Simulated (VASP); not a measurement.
C:

```
C
1.0
     2.45611    0.00000    0.00000
    -1.22807    2.12705    0.00000
     0.00000    0.00000    7.17327
C
4
Direct
  0.08338 0.91662 0.75314
  0.58338 0.41662 0.24686
  0.91662 0.08338 0.24686
  0.41662 0.58338 0.75314
```

```yaml
Program: VASP 6.6.1
Task: relaxation of cell and atoms
Functional: LDA
Potentials_or_basis: VASP PAW LDA potentials, release 64 (C)
Cutoff: 600 eV
k_mesh: 12 × 12 × 4
Occupations: fermi-dirac, width 0.1 eV
Spin: no spin polarisation
```

At the start: pressure -3.6 GPa; volume 9.37 Å³/atom.

Problem. Where does the relaxation end?

Solution. Over 19 steps the energy falls by 5.5 meV/atom and the volume is 8.59 Å³/atom (-8.3 %); space group Fmmm (No. 69, to 0.1 Å) before and after.

Step by step:
```tsv
step	energy change (eV)	largest force (eV/Å)	pressure (GPa)	volume (Å³)
1	0.0000	0.0228	-3.61	37.48
2	0.0186	0.0946	7.22	36.34
3	-0.0048	0.0114	-0.39	37.12
4	-0.0062	0.0412	-0.37	36.97
5	-0.0094	0.1995	-0.30	36.53
6	-0.0115	0.5242	-0.06	35.64
7	-0.0116	0.5228	-0.02	35.63
8	-0.0118	0.5195	-0.01	35.59
9	-0.0123	0.5128	0.02	35.53
10	-0.0133	0.4997	-0.02	35.41
11	-0.0149	0.4731	0.00	35.16
12	-0.0174	0.4196	0.07	34.67
13	-0.0174	0.3120	0.31	33.68
14	-0.0183	0.3611	0.21	34.13
15	-0.0198	0.2597	0.15	34.19
16	-0.0217	0.0216	0.05	34.32
17	-0.0218	0.0411	0.01	34.35
18	-0.0218	0.0336	0.02	34.35
19	-0.0220	0.0141	-0.01	34.36
```

Final structure:
```cif
data_structure
_symmetry_space_group_name_H-M 'P 1'
_symmetry_Int_Tables_number 1
_cell_length_a 2.4452
_cell_length_b 2.4452
_cell_length_c 6.6321
_cell_angle_alpha 90.000
_cell_angle_beta 90.000
_cell_angle_gamma 119.937
_cell_volume 34.36
loop_
_atom_site_label
_atom_site_type_symbol
_atom_site_fract_x
_atom_site_fract_y
_atom_site_fract_z
_atom_site_occupancy
C1 C 0.08327 0.91673 0.75277 1
C2 C 0.58327 0.41673 0.24723 1
C3 C 0.91673 0.08327 0.24723 1
C4 C 0.41673 0.58327 0.75277 1
```
